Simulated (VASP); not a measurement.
# Pb (P6_3/mmc) in VASP: notebook, part 2 of 2

VASP 6.6.1.

## 4. Single point, PBE+D3(BJ) (28.51 Å³/atom)

This run uses another cell than the first one, of 28.51 Å³/atom.

Contents of INCAR:

```
ALGO = Fast
EDIFF = 1E-6
ENCUT = 520
GGA = PE
ISIF = 2
ISMEAR = 0
IVDW = 12
LASPH = T
LCHARG = T
LELF = T
LREAL = F
LVHAR = T
LWAVE = F
NBANDS = 21
NELM = 60
PREC = Accurate
SIGMA = 0.1
```

Contents of KPOINTS:

```
k-points
0
Gamma
  15 15 8
```

Contents of POSCAR:

```
Pb
1.0
    3.4182270817      0.0000000000      0.0000000000
   -1.7091135409      2.9602714887      0.0000000000
    0.0000000000      0.0000000000      5.6352697501
Pb
2
Direct
    0.3333333333      0.6666666667      0.2500000000
    0.6666666667      0.3333333333      0.7500000000
```

Potentials or basis: VASP PAW PBE potentials, release 64 (Pb_d).

The run is started by

```console
> cat potpaw_PBE.64/Pb_d/POTCAR > POTCAR
> mpirun -np 1 vasp_std > vasp.out
```

OUTCAR:

```text
EDIFF = 1E-6
   ENCUT = 520
   GGA = PE
   ISIF = 2
   ISMEAR = 0
   IVDW = 12
   LASPH = T
   LREAL = F
   NELM = 60
   PREC = Accurate
 IVDW          = 12

 ion  position               nearest neighbor table
   1  0.333  0.667  0.250-   2 3.44   2 3.44   2 3.44   2 3.44   2 3.44   2 3.44
   2  0.667  0.333  0.750-   1 3.44   1 3.44   1 3.44   1 3.44   1 3.44   1 3.44

  LATTYP: Found a hexagonal cell.
 ALAT       =     3.4182270817
 C/A-ratio  =     1.6485943196

  Lattice vectors:

 A1 = (   3.4182270817,   0.0000000000,   0.0000000000)
 A2 = (  -1.7091135409,   2.9602714887,   0.0000000000)
 A3 = (   0.0000000000,   0.0000000000,   5.6352697501)

Analysis of symmetry for initial positions (statically):
=====================================================================
 Subroutine PRICEL returns:
 Original cell was already a primitive cell.

 Routine SETGRP: Setting up the symmetry group for a
 hexagonal supercell.

 Subroutine GETGRP returns: Found 24 space group operations
 (whereof 12 operations were pure point group operations)
 out of a pool of 24 trial point group operations.
[... 163 lines left out ...]
  free energy    TOTEN  =        -7.00092759 eV

  energy without entropy =       -6.99787145  energy(sigma->0) =       -6.99939952

 E-fermi :   7.9619     XC(G=0): -10.4860

 val. band max:        7.8947691717   @ k =   0.3333  -0.0000   0.2500
 cond. band min:       7.9878940278   @ k =   0.4000   0.2000   0.5000
 fundamental gap:      0.0931248562
 Fermi energy:         7.9618969527

 k-point     1 :       0.0000    0.0000    0.0000
  band No.  band energies     occupation
      1      -9.1836      2.00000
      2      -9.1429      2.00000
      3      -9.1153      2.00000
      4      -9.1153      2.00000
      5      -9.0903      2.00000
      6      -9.0903      2.00000
[... 565 lines left out ...]
     20      18.4105      0.00000
     21      21.9630      0.00000

 [... further k-points ...]

------------------------ aborting loop because EDIFF is reached ----------------------------------------

 Edisp (eV)   -0.87244

 E8    (eV) :    -0.4422

  FORCE on cell =-STRESS in cart. coord.  units (eV):
  Direction    XX          YY          ZZ          XY          YZ          ZX
  --------------------------------------------------------------------------------------
  -------------------------------------------------------------------------------------
  Total       1.15800     1.15800     1.18657    -0.00000    -0.00000    -0.00000
  in kB      32.53647    32.53647    33.33922    -0.00000    -0.00000    -0.00000
  external pressure =       32.80 kB  Pullay stress =        0.00 kB

 VOLUME and BASIS-vectors are now :
 -----------------------------------------------------------------------------
  energy-cutoff  :      520.00
  volume of cell :       57.02
      direct lattice vectors                 reciprocal lattice vectors
     3.418227082  0.000000000  0.000000000     0.292549318  0.168903427  0.000000000
    -1.709113541  2.960271489  0.000000000     0.000000000  0.337806854  0.000000000
     0.000000000  0.000000000  5.635269750     0.000000000  0.000000000  0.177453794

 POSITION                                       TOTAL-FORCE (eV/Angst)
 -----------------------------------------------------------------------------------
     -0.00000      1.97351      1.40882        -0.000000     -0.000000      0.000000
      1.70911      0.98676      4.22645         0.000000      0.000000      0.000000
 -----------------------------------------------------------------------------------
    total drift:                               -0.000000      0.000000      0.000000

  FREE ENERGIE OF THE ION-ELECTRON SYSTEM (eV)
  ---------------------------------------------------
  free  energy   TOTEN  =        -7.8733666416 eV

  energy  without entropy=       -7.8703105017  energy(sigma->0) =       -7.87183857
```

OSZICAR:

```text
N       E                     dE             d eps       ncg     rms          rms(c)
DAV:   1     0.296070307385E+03    0.29607E+03   -0.14374E+04  5670   0.166E+03
DAV:   2     0.142155442865E+02   -0.28185E+03   -0.27500E+03  5735   0.410E+02
DAV:   3    -0.636808849130E+01   -0.20584E+02   -0.20383E+02  6912   0.137E+02
DAV:   4    -0.699917234948E+01   -0.63108E+00   -0.63080E+00  6863   0.270E+01
DAV:   5    -0.702951307927E+01   -0.30341E-01   -0.30340E-01  7839   0.541E+00    0.837E-01
RMM:   6    -0.700670408273E+01    0.22809E-01   -0.33186E-02  6502   0.224E+00    0.417E-01
RMM:   7    -0.700056775586E+01    0.61363E-02   -0.20929E-02  6397   0.145E+00    0.123E-01
RMM:   8    -0.700076377316E+01   -0.19602E-03   -0.63242E-03  7912   0.979E-01    0.194E-02
RMM:   9    -0.700090726551E+01   -0.14349E-03   -0.15845E-03  8982   0.328E-01    0.190E-02
RMM:  10    -0.700092323465E+01   -0.15969E-04   -0.24945E-04  6875   0.231E-01    0.143E-02
RMM:  11    -0.700092250644E+01    0.72822E-06   -0.12351E-04  7703   0.130E-01    0.463E-03
RMM:  12    -0.700092840037E+01   -0.58939E-05   -0.62520E-05  7977   0.687E-02    0.452E-03
RMM:  13    -0.700092758910E+01    0.81126E-06   -0.89077E-06  5118   0.290E-02
   1 F= -.78733666E+01 E0= -.78718386E+01  d E =-.305614E-02
```

stdout:

```text
POSCAR found type information on POSCAR Pb
 POSCAR found :  1 types and       2 ions
 scaLAPACK will be used
 LDA part: xc-table for (Slater+PW92), standard interpolation
 POSCAR, INCAR and KPOINTS ok, starting setup
 FFT: planning ... GRIDC
 FFT: planning ... GRID_SOFT
 FFT: planning ... GRID
 WAVECAR not read
 entering main loop
WARNING in EDDRMM: call to ZHEGV failed, returncode =   8  4     20
```

Run time: 4.8 min. Hardware: 1 thread of Intel Xeon 8259CL, shared host; peak memory 0.28 GiB.

What came out:

```yaml
Free_energy: -7.8734 eV
Pressure: 3.3 GPa
Band_gap_on_the_k_mesh: zero (bands 14 and 15 overlap by 8.30 eV)
Dispersion_energy_per_atom: -0.436 eV
```

Stress tensor (GPa, compression positive):
```
3.25 0.00 0.00
0.00 3.25 0.00
0.00 0.00 3.33
```

Caveat: the cell stands under pressure; spin-orbit coupling is left out, which moves the levels of the heavy elements.

## 5. Single point, PBE+D3(BJ)

This run uses another cell than the first one, of 29.31 Å³/atom.

Contents of INCAR:

```
SYSTEM = Pb
PREC = Accurate
ENCUT = 520
EDIFF = 1E-6
ISMEAR = 0
SIGMA = 0.1
LREAL = .False.
LASPH = .True.
NELM = 80
ALGO = Fast
ISIF = 2
LWAVE = .False.
LCHARG = .False.
GGA = PE
IVDW = 12
NBANDS = 21
```

Contents of KPOINTS:

```
regular mesh
0
Gamma
  15 15 8
  0 0 0
```

Contents of POSCAR:

```
Pb
1.0
    3.4800000000      0.0000000000      0.0000000000
   -1.7400000000      3.0137684052      0.0000000000
    0.0000000000      0.0000000000      5.5900000000
Pb
2
Direct
    0.3333333333      0.6666666667      0.2500000000
    0.6666666667      0.3333333333      0.7500000000
```

Potentials or basis: VASP PAW PBE potentials, release 64 (Pb_d).

The run is started by

```console
> cat potpaw_PBE.64/Pb_d/POTCAR > POTCAR
> mpirun -np 1 vasp_std > vasp.out
```

OUTCAR:

```text
SYSTEM = Pb
   PREC = Accurate
   ENCUT = 520
   EDIFF = 1E-6
   ISMEAR = 0
   LREAL = .False.
   LASPH = .True.
   NELM = 80
   ISIF = 2
   GGA = PE
   IVDW = 12
 IVDW          = 12

 ion  position               nearest neighbor table
   1  0.333  0.667  0.250-   2 3.44   2 3.44   2 3.44   2 3.44   2 3.44   2 3.44
   2  0.667  0.333  0.750-   1 3.44   1 3.44   1 3.44   1 3.44   1 3.44   1 3.44

  LATTYP: Found a hexagonal cell.
 ALAT       =     3.4800000000
 C/A-ratio  =     1.6063218391

  Lattice vectors:

 A1 = (   3.4800000000,   0.0000000000,   0.0000000000)
 A2 = (  -1.7400000000,   3.0137684052,   0.0000000000)
 A3 = (   0.0000000000,   0.0000000000,   5.5900000000)

Analysis of symmetry for initial positions (statically):
=====================================================================
 Subroutine PRICEL returns:
 Original cell was already a primitive cell.

 Routine SETGRP: Setting up the symmetry group for a
 hexagonal supercell.

 Subroutine GETGRP returns: Found 24 space group operations
 (whereof 12 operations were pure point group operations)
 out of a pool of 24 trial point group operations.

The static configuration has the point symmetry D_3d.
 The point group associated with its full space group is D_6h.

Analysis of symmetry for dynamics (positions and initial velocities):
=====================================================================
 Subroutine PRICEL returns:
 Original cell was already a primitive cell.

 Routine SETGRP: Setting up the symmetry group for a
 hexagonal supercell.

 Subroutine GETGRP returns: Found 24 space group operations
 (whereof 12 operations were pure point group operations)
 out of a pool of 24 trial point group operations.

The dynamic configuration has the point symmetry D_3d.
 The point group associated with its full space group is D_6h.

 Subroutine INISYM returns: Found 24 space group operations
 (whereof 12 operations are pure point group operations),
 and found     1 'primitive' translations

----------------------------------------------------------------------------------------

                                     Primitive cell

  volume of cell :      58.6274

  direct lattice vectors                    reciprocal lattice vectors
     3.480000000  0.000000000  0.000000000     0.287356322  0.165905250  0.000000000
    -1.740000000  3.013768405  0.000000000     0.000000000  0.331810500  0.000000000
     0.000000000  0.000000000  5.590000000     0.000000000  0.000000000  0.178890877

  length of vectors
     3.480000000  3.480000000  5.590000000     0.331810500  0.331810500  0.178890877

  position of ions in fractional coordinates (direct lattice)
     0.333333333  0.666666667  0.250000000
     0.666666667  0.333333333  0.750000000

  ion indices of the primitive-cell ions
   primitive index   ion index
                 1           1
                 2           2

----------------------------------------------------------------------------------------

 KPOINTS: regular mesh

Automatic generation of k-mesh.
 Grid dimensions read from file:
 generate k-points for:   15   15    8

 Generating k-lattice:

  Cartesian coordinates                     Fractional coordinates (reciprocal lattice)
     0.019157088  0.011060350  0.000000000     0.066666667 -0.000000000  0.000000000
     0.000000000  0.022120700  0.000000000     0.000000000  0.066666667  0.000000000
     0.000000000  0.000000000  0.022361360     0.000000000  0.000000000  0.125000000

  Length of vectors
     0.022120700  0.022120700  0.022361360

  Shift w.r.t. Gamma in fractional coordinates (k-lattice)
     0.000000000  0.000000000  0.000000000

 Subroutine IBZKPT returns following result:
 ===========================================

 Found    135 irreducible k-points:

 Following reciprocal coordinates:
            Coordinates               Weight
  0.000000  0.000000  0.000000      1.000000
  0.066667  0.000000  0.000000      6.000000
  0.133333  0.000000  0.000000      6.000000
  0.200000  0.000000  0.000000      6.000000
  0.266667  0.000000  0.000000      6.000000
  0.333333  0.000000  0.000000      6.000000
[... 16 lines left out ...]
  0.333333  0.200000  0.000000     12.000000
  0.400000  0.200000  0.000000      6.000000
 [... further k-points ...]
   k-points           NKPTS =    135   k-points in BZ     NKDIM =    135   number of bands    NBANDS=     21
   number of dos      NEDOS =    301   number of ions     NIONS =      2
   total plane-waves  NPLWV =  32928
   dimension x,y,z NGX =    28 NGY =   28 NGZ =   42
   dimension x,y,z NGXF=    56 NGYF=   56 NGZF=   84
   ions per type =               2
   NGX,Y,Z   is equivalent  to a cutoff of  13.38, 13.38, 12.49 a.u.
   NGXF,Y,Z  is equivalent  to a cutoff of  26.75, 26.75, 24.98 a.u.
 SYSTEM =  Pb
   PREC   = accura    normal or accurate (medium, high low for compatibility)
   ISTART =      0    job   : 0-new  1-cont  2-samecut
   ICHARG =      2    charge: 1-file 2-atom 10-const
   ISPIN  =      1    spin polarized calculation?
   LNONCOLLINEAR =      F non collinear calculations
   LSORBIT =      F    spin-orbit coupling
   LASPH  =      T    aspherical Exc in radial PAW
   ENCUT  =  520.0 eV  38.22 Ry    6.18 a.u.   6.47  6.47 10.39*2*pi/ulx,y,z
   NELM   =     80;   NELMIN=  2; NELMDL= -5     # of ELM steps
   EDIFF  = 0.1E-05   stopping-criterion for ELM
   LREAL  =      F    real-space projection
   EDIFFG = 0.1E-04   stopping-criterion for IOM
   NSW    =      0    number of steps for IOM
   IBRION =     -1    ionic relax: 0-MD 1-quasi-New 2-CG
   NFREE  =      0    steps in history (QN), initial steepest desc. (CG)
   ISIF   =      2    stress and relaxation
   ISYM   =      2    0-nonsym 1-usesym 2-fastsym
   POTIM  = 0.5000    time-step for ionic-motion
   TEBEG  =    0.0;   TEEND  =   0.0 temperature during run
   PSTRESS=    0.0 pullay stress
   NELECT =      28.0000    total number of electrons
   NUPDOWN=      -1.0000    fix difference up-down
   EMIN   =  10.00;   EMAX   =-10.00  energy-range for DOS
   EFERMI =   0.00;   METHOD = LEGACY
   ISMEAR =     0;   SIGMA  =   0.10  broadening in eV -4-tet -1-fermi 0-gaus
   EFERMI_NEDOS =   21; number of points for ismear=-14 and -15
   IALGO  =     68    algorithm
   IMIX   =      4    mixing-type and parameters
     AMIX     =   0.40;   BMIX     =  1.00
     AMIX_MAG =   1.60;   BMIX_MAG =  1.00
  volume/ion in A,a.u.               =      29.31       197.82
  Fermi-wavevector in a.u.,A,eV,Ry     =   1.279658  2.418203 22.279870  1.637524
  Thomas-Fermi vector in A             =   2.412131
   LORBIT       =      0    0 simple, 1 ext, 2 COOP (PROOUT), +10 PAW based schemes
   GGA     = PE    functional components
   LHFCALC =     F    Hartree Fock is set to
   AEXX    =    0.0000 exact exchange contribution
   IVDW    =    12    specifies the selected vdW correction
   LEPSILON=     F    determine dielectric tensor
   LRPA    =     F    only Hartree local field effects (RPA)
 non-spin polarized calculation
 RMM-DIIS sequential band-by-band and
 Gauss-broadening in eV      SIGMA  =   0.10
  energy-cutoff  :      520.00
  volume of cell :       58.63
 maximum number of plane-waves:      1617
 NGX is ok and might be reduce to    28
   NGX = 13   NGY = 13   NGZ = 21

 number of electron      28.0000005 magnetization

 Free energy of the ion-electron system (eV)
  ---------------------------------------------------
  ext. energy  EPLUGINS =         0.00000000
  ---------------------------------------------------
  free energy    TOTEN  =        -7.04388641 eV

  energy without entropy =       -7.03995960  energy(sigma->0) =       -7.04192301

 E-fermi :   7.6405     XC(G=0): -10.3498

 val. band max:        7.6211399622   @ k =   0.2667   0.0667   0.2500
 cond. band min:       7.6614948287   @ k =   0.2667   0.1333   0.1250
 fundamental gap:      0.0403548665
 Fermi energy:         7.6404804751

 k-point     1 :       0.0000    0.0000    0.0000
  band No.  band energies     occupation
      1      -9.4718      2.00000
      2      -9.4235      2.00000
      3      -9.4115      2.00000
      4      -9.4115      2.00000
      5      -9.3866      2.00000
      6      -9.3866      2.00000
[... 550 lines left out ...]
      5      -9.3138      2.00000
      6      -9.2845      2.00000
[... 13 lines left out ...]
     20      17.6248      0.00000
     21      21.9809      0.00000

 [... further k-points ...]

------------------------ aborting loop because EDIFF is reached ----------------------------------------

 Edisp (eV)   -0.84794

 E8    (eV) :    -0.4297

  FORCE on cell =-STRESS in cart. coord.  units (eV):
  Direction    XX          YY          ZZ          XY          YZ          ZX
  --------------------------------------------------------------------------------------
  -------------------------------------------------------------------------------------
  Total       0.39220     0.39220     1.11229     0.00000     0.00000     0.00000
  in kB      10.71797    10.71797    30.39676     0.00000     0.00000     0.00000
  external pressure =       17.28 kB  Pullay stress =        0.00 kB

 VOLUME and BASIS-vectors are now :
 -----------------------------------------------------------------------------
  energy-cutoff  :      520.00
  volume of cell :       58.63
      direct lattice vectors                 reciprocal lattice vectors
     3.480000000  0.000000000  0.000000000     0.287356322  0.165905250  0.000000000
    -1.740000000  3.013768405  0.000000000     0.000000000  0.331810500  0.000000000
     0.000000000  0.000000000  5.590000000     0.000000000  0.000000000  0.178890877

 POSITION                                       TOTAL-FORCE (eV/Angst)
 -----------------------------------------------------------------------------------
     -0.00000      2.00918      1.39750        -0.000000      0.000000      0.000000
      1.74000      1.00459      4.19250         0.000000     -0.000000      0.000000
 -----------------------------------------------------------------------------------
    total drift:                               -0.000000      0.000000      0.000000

  FREE ENERGIE OF THE ION-ELECTRON SYSTEM (eV)
  ---------------------------------------------------
  free  energy   TOTEN  =        -7.8918309057 eV

  energy  without entropy=       -7.8879040946  energy(sigma->0) =       -7.88986750
```

OSZICAR:

```text
N       E                     dE             d eps       ncg     rms          rms(c)
DAV:   1     0.295120727789E+03    0.29512E+03   -0.14361E+04  5701   0.165E+03
DAV:   2     0.141020415635E+02   -0.28102E+03   -0.27434E+03  5710   0.409E+02
DAV:   3    -0.641630525674E+01   -0.20518E+02   -0.20272E+02  6960   0.136E+02
DAV:   4    -0.704002611834E+01   -0.62372E+00   -0.62342E+00  6875   0.267E+01
DAV:   5    -0.707017918404E+01   -0.30153E-01   -0.30153E-01  7851   0.536E+00    0.794E-01
RMM:   6    -0.704898472830E+01    0.21194E-01   -0.32179E-02  6484   0.219E+00    0.399E-01
RMM:   7    -0.704348393183E+01    0.55008E-02   -0.20388E-02  6412   0.142E+00    0.124E-01
RMM:   8    -0.704371795876E+01   -0.23403E-03   -0.61027E-03  7764   0.979E-01    0.207E-02
RMM:   9    -0.704386296374E+01   -0.14500E-03   -0.16120E-03  9007   0.333E-01    0.199E-02
RMM:  10    -0.704387814821E+01   -0.15184E-04   -0.25390E-04  6904   0.232E-01    0.113E-02
RMM:  11    -0.704388187326E+01   -0.37251E-05   -0.13103E-04  7857   0.125E-01    0.597E-03
RMM:  12    -0.704388705875E+01   -0.51855E-05   -0.57360E-05  7998   0.660E-02    0.611E-03
RMM:  13    -0.704388641314E+01    0.64561E-06   -0.73900E-06  4860   0.350E-02
   1 F= -.78918309E+01 E0= -.78898675E+01  d E =-.392681E-02
```

Run time: 4.6 min. Hardware: 1 thread of Intel Xeon 8259CL, shared host; peak memory 0.28 GiB.

Results:

| Item | Value |
| --- | --- |
| Free energy | -7.8918 eV |
| Pressure | 1.7 GPa |
| Band gap on the k mesh | zero (bands 14 and 15 overlap by 7.77 eV) |
| Dispersion energy per atom | -0.424 eV |

Stress tensor (GPa, compression positive):
```
1.07 0.00 0.00
0.00 1.07 0.00
0.00 0.00 3.04
```

Caveat: spin-orbit coupling is left out, which moves the levels of the heavy elements.

## 6. Overview

| cell | further INCAR settings | gap on the mesh (eV) | pressure (GPa) |
| --- | --- | --- | --- |
| a = 3.342, b = 3.342, c = 5.520 Å, angles 90.0, 90.0, 120.0°, 2 atoms | ALGO = Fast; EDIFF = 1e-06; NBANDS = 21 | none | 7.9 |
| a = 3.379, b = 3.379, c = 5.582 Å, angles 90.0, 90.0, 120.0°, 2 atoms | ALGO = Fast; EDIFF = 1e-07; NBANDS = 21 | none | 5.3 |
| a = 3.418, b = 3.418, c = 5.635 Å, angles 90.0, 90.0, 120.0°, 2 atoms | ALGO = Fast; EDIFF = 1e-06; NBANDS = 21 | none | 3.3 |
| a = 3.480, b = 3.480, c = 5.590 Å, angles 90.0, 90.0, 120.0°, 2 atoms | ALGO = Fast; EDIFF = 1e-06; NBANDS = 21 | none | 1.7 |

Alike in all rows: task single point; level PBE+D3(BJ); potentials or basis VASP PAW PBE potentials, release 64 (Pb_d); no spin polarisation; k mesh 15 × 15 × 8; cutoff (eV) 520; smearing gaussian 0.1 eV.

Caveats: spin-orbit coupling is left out, which moves the levels of the heavy elements; the cell stands under pressure (at least some runs).

Total energies depend on the potentials used, so only differences within one code and one set of settings carry meaning.

The gap in the log of VASP goes by the Fermi energy; the results here count the filled bands.